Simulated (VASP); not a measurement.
# ZnO (P4_2/mnm) in VASP: further runs

The runs below take ZnO through single point, with PBE.

Everything below comes from runs of VASP 6.6.1. Logs are shortened: lines on timing, memory, paths and dates and some standing lists are left out, and cuts for length are marked.

**1. The cell of the first run**

Symmetry: P4_2/mnm, No. 136, tetragonal system. The conventional cell has a = 5.494 Å, b = 5.494 Å, c = 3.212 Å, α = 90.00°, β = 90.00°, γ = 90.00°. Zn (site symmetry m2m) has 4 O at 1.93 to 2.00 Å within 2.6 Å. O (site symmetry m2m) has 4 Zn at 1.93 to 2.00 Å within 2.6 Å.

**2. Single point, PBE (volume changed by -6%)**

Contents of INCAR:

```
SYSTEM = ZnO
PREC = Accurate
ENCUT = 520
EDIFF = 1E-6
ISMEAR = 0
SIGMA = 0.01
LREAL = .FALSE.
LASPH = .TRUE.
NELM = 60
ALGO = Normal
ISIF = 2
LWAVE = .FALSE.
LCHARG = .TRUE.
GGA = PE
LELF = .TRUE.
LVHAR = .TRUE.
NBANDS = 46
```

Contents of KPOINTS:

```
Automatic mesh
0
G
  4 4 6
  0 0 0
```

Contents of POSCAR:

```
ZnO
1.0
    5.4940751189      0.0000000000      0.0000000000
    0.0000000000      5.4940751189      0.0000000000
    0.0000000000      0.0000000000      3.2120322010
Zn O
4 4
Direct
    0.1816732156      0.1816732156      0.5000000000
    0.8183267844      0.8183267844      0.5000000000
    0.6816732156      0.3183267844      0.0000000000
    0.3183267844      0.6816732156      0.0000000000
    0.8184370494      0.1815629506      0.5000000000
    0.1815629506      0.8184370494      0.5000000000
    0.6815629506      0.6815629506      0.0000000000
    0.3184370494      0.3184370494      0.0000000000
```

Potentials or basis: VASP PAW PBE potentials, release 64 (Zn, O).

Command:

```console
> cat potpaw_PBE.64/Zn/POTCAR potpaw_PBE.64/O/POTCAR > POTCAR
> mpirun -np 1 vasp_std > vasp.out
```

OUTCAR:

```text
SYSTEM = ZnO
   PREC = Accurate
   ENCUT = 520
   EDIFF = 1E-6
   ISMEAR = 0
   LREAL = .FALSE.
   LASPH = .TRUE.
   NELM = 60
   ISIF = 2
   GGA = PE

 ion  position               nearest neighbor table
   1  0.182  0.182  0.500-   8 1.93   8 1.93   5 2.00   6 2.00   2 2.82
   2  0.818  0.818  0.500-   7 1.93   7 1.93   5 2.00   6 2.00   1 2.82
   3  0.682  0.318  0.000-   5 1.93   5 1.93   8 2.00   7 2.00   4 2.82
   4  0.318  0.682  0.000-   6 1.93   6 1.93   8 2.00   7 2.00   3 2.82
   5  0.818  0.182  0.500-   3 1.93   3 1.93   1 2.00   2 2.00
   6  0.182  0.818  0.500-   4 1.93   4 1.93   1 2.00   2 2.00
   7  0.682  0.682  0.000-   2 1.93   2 1.93   4 2.00   3 2.00
   8  0.318  0.318  0.000-   1 1.93   1 1.93   4 2.00   3 2.00

  LATTYP: Found a simple tetragonal cell.
 ALAT       =     5.4940751189
 C/A-ratio  =     0.5846356541

  Lattice vectors:

 A1 = (   5.4940751189,   0.0000000000,   0.0000000000)
 A2 = (   0.0000000000,   5.4940751189,   0.0000000000)
 A3 = (   0.0000000000,   0.0000000000,   3.2120322010)

Analysis of symmetry for initial positions (statically):
=====================================================================
 Subroutine PRICEL returns:
 Original cell was already a primitive cell.

 Routine SETGRP: Setting up the symmetry group for a
 simple tetragonal supercell.

 Subroutine GETGRP returns: Found 16 space group operations
 (whereof  8 operations were pure point group operations)
 out of a pool of 16 trial point group operations.

The static configuration has the point symmetry D_2h.
 The point group associated with its full space group is D_4h.

Analysis of symmetry for dynamics (positions and initial velocities):
=====================================================================
 Subroutine PRICEL returns:
 Original cell was already a primitive cell.

 Routine SETGRP: Setting up the symmetry group for a
 simple tetragonal supercell.

 Subroutine GETGRP returns: Found 16 space group operations
 (whereof  8 operations were pure point group operations)
 out of a pool of 16 trial point group operations.

The dynamic configuration has the point symmetry D_2h.
 The point group associated with its full space group is D_4h.

 Subroutine INISYM returns: Found 16 space group operations
 (whereof  8 operations are pure point group operations),
 and found     1 'primitive' translations

----------------------------------------------------------------------------------------

                                     Primitive cell

  volume of cell :      96.9547

  direct lattice vectors                    reciprocal lattice vectors
     5.494075119  0.000000000  0.000000000     0.182014257  0.000000000  0.000000000
     0.000000000  5.494075119  0.000000000     0.000000000  0.182014257  0.000000000
     0.000000000  0.000000000  3.212032201     0.000000000  0.000000000  0.311329382

  length of vectors
     5.494075119  5.494075119  3.212032201     0.182014257  0.182014257  0.311329382

  position of ions in fractional coordinates (direct lattice)
     0.181673216  0.181673216  0.500000000
     0.818326784  0.818326784  0.500000000
     0.681673216  0.318326784  0.000000000
     0.318326784  0.681673216  0.000000000
     0.818437049  0.181562951  0.500000000
     0.181562951  0.818437049  0.500000000
     0.681562951  0.681562951  0.000000000
     0.318437049  0.318437049  0.000000000

  ion indices of the primitive-cell ions
   primitive index   ion index
                 1           1
                 2           2
                 3           3
                 4           4
                 5           5
                 6           6
                 7           7
                 8           8

----------------------------------------------------------------------------------------

 KPOINTS: Automatic mesh

Automatic generation of k-mesh.
 Grid dimensions read from file:
 generate k-points for:    4    4    6

 Generating k-lattice:

  Cartesian coordinates                     Fractional coordinates (reciprocal lattice)
     0.045503564  0.000000000  0.000000000     0.250000000  0.000000000  0.000000000
     0.000000000  0.045503564  0.000000000     0.000000000  0.250000000  0.000000000
     0.000000000  0.000000000  0.051888230     0.000000000  0.000000000  0.166666667

  Length of vectors
     0.045503564  0.045503564  0.051888230

  Shift w.r.t. Gamma in fractional coordinates (k-lattice)
     0.000000000  0.000000000  0.000000000

 Subroutine IBZKPT returns following result:
 ===========================================

 Found     24 irreducible k-points:

 Following reciprocal coordinates:
            Coordinates               Weight
  0.000000  0.000000  0.000000      1.000000
  0.250000  0.000000  0.000000      4.000000
  0.500000  0.000000  0.000000      2.000000
  0.250000  0.250000  0.000000      4.000000
  0.500000  0.250000  0.000000      4.000000
  0.500000  0.500000  0.000000      1.000000
[... 16 lines left out ...]
  0.500000  0.250000  0.500000      4.000000
  0.500000  0.500000  0.500000      1.000000
   k-points           NKPTS =     24   k-points in BZ     NKDIM =     24   number of bands    NBANDS=     46
   number of dos      NEDOS =    301   number of ions     NIONS =      8
   total plane-waves  NPLWV =  42336
   dimension x,y,z NGX =    42 NGY =   42 NGZ =   24
   dimension x,y,z NGXF=    84 NGYF=   84 NGZF=   48
   ions per type =               4   4
   NGX,Y,Z   is equivalent  to a cutoff of  12.71, 12.71, 12.42 a.u.
   NGXF,Y,Z  is equivalent  to a cutoff of  25.42, 25.42, 24.84 a.u.
 SYSTEM =  ZnO
   PREC   = accura    normal or accurate (medium, high low for compatibility)
   ISTART =      0    job   : 0-new  1-cont  2-samecut
   ICHARG =      2    charge: 1-file 2-atom 10-const
   ISPIN  =      1    spin polarized calculation?
   LNONCOLLINEAR =      F non collinear calculations
   LSORBIT =      F    spin-orbit coupling
   LASPH  =      T    aspherical Exc in radial PAW
   ENCUT  =  520.0 eV  38.22 Ry    6.18 a.u.  10.22 10.22  5.97*2*pi/ulx,y,z
   NELM   =     60;   NELMIN=  2; NELMDL= -5     # of ELM steps
   EDIFF  = 0.1E-05   stopping-criterion for ELM
   LREAL  =      F    real-space projection
   EDIFFG = 0.1E-04   stopping-criterion for IOM
   NSW    =      0    number of steps for IOM
   IBRION =     -1    ionic relax: 0-MD 1-quasi-New 2-CG
   NFREE  =      0    steps in history (QN), initial steepest desc. (CG)
   ISIF   =      2    stress and relaxation
   ISYM   =      2    0-nonsym 1-usesym 2-fastsym
   POTIM  = 0.5000    time-step for ionic-motion
   TEBEG  =    0.0;   TEEND  =   0.0 temperature during run
   PSTRESS=    0.0 pullay stress
   NELECT =      72.0000    total number of electrons
   NUPDOWN=      -1.0000    fix difference up-down
   EMIN   =  10.00;   EMAX   =-10.00  energy-range for DOS
   EFERMI =   0.00;   METHOD = LEGACY
   ISMEAR =     0;   SIGMA  =   0.01  broadening in eV -4-tet -1-fermi 0-gaus
   EFERMI_NEDOS =   21; number of points for ismear=-14 and -15
   IALGO  =     38    algorithm
   IMIX   =      4    mixing-type and parameters
     AMIX     =   0.40;   BMIX     =  1.00
     AMIX_MAG =   1.60;   BMIX_MAG =  1.00
  volume/ion in A,a.u.               =      12.12        81.79
  Fermi-wavevector in a.u.,A,eV,Ry     =   1.482504  2.801527 29.903144  2.197819
  Thomas-Fermi vector in A             =   2.596282
   LORBIT       =      0    0 simple, 1 ext, 2 COOP (PROOUT), +10 PAW based schemes
   GGA     = PE    functional components
   LHFCALC =     F    Hartree Fock is set to
   AEXX    =    0.0000 exact exchange contribution
   IVDW    =     0    specifies the selected vdW correction
   LEPSILON=     F    determine dielectric tensor
   LRPA    =     F    only Hartree local field effects (RPA)
 non-spin polarized calculation
 Gauss-broadening in eV      SIGMA  =   0.01
  energy-cutoff  :      520.00
  volume of cell :       96.95
 maximum number of plane-waves:      2648
 NGX is ok and might be reduce to    42
   NGX = 21   NGY = 21   NGZ = 11

 number of electron      72.0000030 magnetization

 Free energy of the ion-electron system (eV)
  ---------------------------------------------------
  ext. energy  EPLUGINS =         0.00000000
  ---------------------------------------------------
  free energy    TOTEN  =       -35.33065017 eV

  energy without entropy =      -35.33065017  energy(sigma->0) =      -35.33065017

 E-fermi :   1.3490     XC(G=0): -10.7375

 val. band max:        1.2441044057   @ k =   0.0000   0.0000   0.0000
 cond. band min:       2.0443124680   @ k =   0.0000   0.0000   0.0000
 fundamental gap:      0.8002080623
 Fermi energy:         1.3489842963

 k-point     1 :       0.0000    0.0000    0.0000
  band No.  band energies     occupation
      1     -17.1086      2.00000
      2     -16.3611      2.00000
      3     -16.3611      2.00000
      4     -16.2718      2.00000
      5      -5.3320      2.00000
      6      -5.0425      2.00000
[... 38 lines left out ...]
     45      11.6028      0.00000
     46      13.6583      0.00000

 k-point     2 :       0.2500    0.0000    0.0000
  band No.  band energies     occupation
      1     -17.0212      2.00000
      2     -16.5283      2.00000
      3     -16.3284      2.00000
      4     -16.2293      2.00000
      5      -5.3100      2.00000
      6      -5.1008      2.00000
[... 38 lines left out ...]
     45      12.2577      0.00000
     46      12.8905      0.00000

 k-point     3 :       0.5000    0.0000    0.0000
  band No.  band energies     occupation
      1     -16.7954      2.00000
      2     -16.7954      2.00000
      3     -16.2606      2.00000
      4     -16.2606      2.00000
      5      -5.2224      2.00000
      6      -5.2224      2.00000
[... 1018 lines left out ...]
     45      10.9565      0.00000
     46      10.9565      0.00000

 k-point    24 :       0.5000    0.5000    0.5000
  band No.  band energies     occupation
      1     -16.4052      2.00000
      2     -16.4052      2.00000
      3     -16.1481      2.00000
      4     -16.1481      2.00000
      5      -5.1131      2.00000
      6      -5.1131      2.00000
[... 38 lines left out ...]
     45      11.6495      0.00000
     46      11.6495      0.00000

------------------------ aborting loop because EDIFF is reached ----------------------------------------

  FORCE on cell =-STRESS in cart. coord.  units (eV):
  Direction    XX          YY          ZZ          XY          YZ          ZX
  --------------------------------------------------------------------------------------
  -------------------------------------------------------------------------------------
  Total        5.6141254      5.6141254      6.6657751      0.0000000      0.0000000      0.0000000
  in kB       92.7734311     92.7734311    110.1519431      0.0000000      0.0000000      0.0000000
  external PRESSURE =      98.5662684 kB  Pullay stress =       0.0000000 kB

 VOLUME and BASIS-vectors are now :
 -----------------------------------------------------------------------------
  energy-cutoff  :      520.00
  volume of cell :       96.95
      direct lattice vectors                 reciprocal lattice vectors
     5.494075119  0.000000000  0.000000000     0.182014257  0.000000000  0.000000000
     0.000000000  5.494075119  0.000000000     0.000000000  0.182014257  0.000000000
     0.000000000  0.000000000  3.212032201     0.000000000  0.000000000  0.311329382

 POSITION                                       TOTAL-FORCE (eV/Angst)
 -----------------------------------------------------------------------------------
      0.99813      0.99813      1.60602         0.030053      0.030053     -0.000000
      4.49595      4.49595      1.60602        -0.030053     -0.030053      0.000000
      3.74516      1.74891      0.00000         0.030053     -0.030053      0.000000
      1.74891      3.74516      0.00000        -0.030053      0.030053      0.000000
      4.49655      0.99752      1.60602        -0.022945      0.022945      0.000000
      0.99752      4.49655      1.60602         0.022945     -0.022945     -0.000000
      3.74456      3.74456      0.00000         0.022945      0.022945      0.000000
      1.74952      1.74952      0.00000        -0.022945     -0.022945     -0.000000
 -----------------------------------------------------------------------------------
    total drift:                                0.000000      0.000000      0.000000

  FREE ENERGIE OF THE ION-ELECTRON SYSTEM (eV)
  ---------------------------------------------------
  free  energy   TOTEN  =       -35.3306501670 eV

  energy  without entropy=      -35.3306501670  energy(sigma->0) =      -35.33065017
```

It took 92 s on 1 thread of Intel Xeon Platinum 8488C (Sapphire Rapids), shared host; peak memory 0.23 GiB.

What came out:

```yaml
Free_energy: -35.3307 eV
Pressure: 9.9 GPa
Largest_force: 0.043 eV/Å
Band_gap_on_the_k_mesh: 0.80 eV, direct
```

Forces in eV/Å, atoms in the order of the input:
```
Zn   0.030  0.030  0.000
Zn  -0.030 -0.030  0.000
Zn   0.030 -0.030  0.000
Zn  -0.030  0.030  0.000
O   -0.023  0.023  0.000
O    0.023 -0.023  0.000
O    0.023  0.023  0.000
O   -0.023 -0.023  0.000
```

Caveat: the cell differs from its parent crystal (volume changed by -6%).

**3. Single point, PBE (volume changed by -3%)**

Contents of INCAR:

```
SYSTEM = ZnO
  PREC = Accurate
  ENCUT = 520
  EDIFF = 1E-7
  ISMEAR = 0
  SIGMA = 0.01
  LREAL = .FALSE.
  LASPH = .TRUE.
  NELM = 80
  ALGO = Normal
  ISIF = 2
  LWAVE = .FALSE.
  LCHARG = .FALSE.
  GGA = PE
  NBANDS = 46
```

Contents of KPOINTS:

```
regular mesh
0
G
  4 4 6
  0 0 0
```

Edit POSCAR of step 2 so:

```diff
@@ -2,5 +2,5 @@
 1.0
-    5.4940751189      0.0000000000      0.0000000000
-    0.0000000000      5.4940751189      0.0000000000
-    0.0000000000      0.0000000000      3.2120322010
+    5.5519117388      0.0000000000      0.0000000000
+    0.0000000000      5.5519117388      0.0000000000
+    0.0000000000      0.0000000000      3.2458455511
 Zn O
```

Potentials or basis: VASP PAW PBE potentials, release 64 (Zn, O).

Command:

```console
> cat potpaw_PBE.64/Zn/POTCAR potpaw_PBE.64/O/POTCAR > POTCAR
> mpirun -np 1 vasp_std > vasp.out
```

Run time: 1.7 min. Hardware: 1 thread of Intel Xeon Platinum 8488C (Sapphire Rapids), shared host; peak memory 0.24 GiB.

It converged, with:

```
Free energy            : -35.4763 eV
Pressure               : 5.0 GPa
Largest force          : 0.017 eV/Å
Band gap on the k mesh : 0.77 eV, direct
```

Forces in eV/Å, atoms in the order of the input:
```
Zn   0.012  0.012  0.000
Zn  -0.012 -0.012  0.000
Zn   0.012 -0.012  0.000
Zn  -0.012  0.012  0.000
O   -0.009  0.009  0.000
O    0.009 -0.009  0.000
O    0.009  0.009  0.000
O   -0.009 -0.009  0.000
```

Stress tensor (GPa, compression positive):
```
4.72 0.00 0.00
0.00 4.72 0.00
0.00 0.00 5.64
```

Levels at points of the mesh, in eV from the valence-band top:
```
           k point  band 33  band 34  band 35  band 36  band 37  band 38  band 39  band 40
(0.00, 0.00, 0.00)    -0.48    -0.21    -0.21     0.00     0.77     5.23     5.23     6.96
(0.50, 0.00, 0.00)    -0.52    -0.52    -0.42    -0.42     3.18     3.18     6.09     6.09
(0.50, 0.50, 0.00)    -0.85    -0.85    -0.79    -0.79     4.24     4.24     4.63     4.63
(0.00, 0.00, 0.50)    -1.78    -1.78    -1.33    -1.33     5.82     5.82     7.95     7.95
(0.50, 0.00, 0.50)    -1.57    -1.57    -1.07    -1.07     5.89     5.89     6.77     6.77
(0.50, 0.50, 0.50)    -1.39    -1.39    -1.34    -1.34     5.52     5.52     5.91     5.91
```

Caveat: the cell differs from its parent crystal (volume changed by -3%).

**4. Single point, PBE**

This run uses another cell than the first one, of 12.89 Å³/atom, 1.064 times its volume.

Contents of INCAR:

```
SYSTEM = ZnO
  ALGO = Normal
  EDIFF = 1E-6
  ENCUT = 520
  GGA = PE
  ISIF = 2
  ISMEAR = 0
  LASPH = .TRUE.
  LCHARG = .TRUE.
  LELF = .TRUE.
  LREAL = .FALSE.
  LVHAR = .TRUE.
  LWAVE = .FALSE.
  NBANDS = 46
  NELM = 80
  PREC = Accurate
  SIGMA = 0.01
```

Contents of KPOINTS:

```
k-points
0
G
  4 4 6
  0 0 0
```

Edit POSCAR of step 3 so:

```diff
@@ -2,5 +2,5 @@
 1.0
-    5.5519117388      0.0000000000      0.0000000000
-    0.0000000000      5.5519117388      0.0000000000
-    0.0000000000      0.0000000000      3.2458455511
+    5.6085678125      0.0000000000      0.0000000000
+    0.0000000000      5.6085678125      0.0000000000
+    0.0000000000      0.0000000000      3.2789687118
 Zn O
```

Command:

```console
> cat potpaw_PBE.64/Zn/POTCAR potpaw_PBE.64/O/POTCAR > POTCAR
> mpirun -np 1 vasp_std > vasp.out
```

Wall time 98 s (1 thread of Intel Xeon Platinum 8488C (Sapphire Rapids), shared host); peak memory 0.23 GiB.

Results (log left out):

```
Free energy            : -35.5351 eV
Pressure               : 0.8 GPa
Largest force          : 0.005 eV/Å
Band gap on the k mesh : 0.74 eV, direct
```

Forces in eV/Å, atoms in the order of the input:
```
Zn  -0.004 -0.004  0.000
Zn   0.004  0.004  0.000
Zn  -0.004  0.004  0.000
Zn   0.004 -0.004  0.000
O    0.003 -0.003  0.000
O   -0.003  0.003  0.000
O   -0.003 -0.003  0.000
O    0.003  0.003  0.000
```

Stress tensor (GPa, compression positive):
```
0.75 0.00 0.00
0.00 0.75 0.00
0.00 0.00 0.99
```

Levels at points of the mesh, in eV from the valence-band top:
```
           k point  band 34  band 35  band 36  band 37  band 38  band 39
(0.00, 0.00, 0.00)    -0.18    -0.18     0.00     0.74     5.12     5.12
(0.50, 0.00, 0.00)    -0.49    -0.40    -0.40     3.12     3.12     6.01
(0.50, 0.50, 0.00)    -0.81    -0.75    -0.75     4.16     4.16     4.60
(0.00, 0.00, 0.50)    -1.70    -1.28    -1.28     5.72     5.72     7.91
(0.50, 0.00, 0.50)    -1.48    -1.01    -1.01     5.80     5.80     6.74
(0.50, 0.50, 0.50)    -1.31    -1.26    -1.26     5.54     5.54     5.81
```

A hybrid or GW would open this gap; PBE tends to underestimate it.

**5. Summary**

| cell | gap on the mesh (eV) | pressure (GPa) | largest force (eV/Å) |
| --- | --- | --- | --- |
| a = 5.494, b = 5.494, c = 3.212 Å, 8 atoms | 0.80 | 9.9 | 0.04 |
| a = 5.552, b = 5.552, c = 3.246 Å, 8 atoms | 0.77 | 5.0 | 0.02 |
| a = 5.609, b = 5.609, c = 3.279 Å, 8 atoms | 0.74 | 0.8 | - |

Alike in all rows: task single point; level PBE; potentials or basis VASP PAW PBE potentials, release 64 (Zn, O); no spin polarisation; k mesh 4 × 4 × 6; cutoff (eV) 520; smearing gaussian 0.01 eV.

Absolute energies hang on the potentials; compare differences alone.
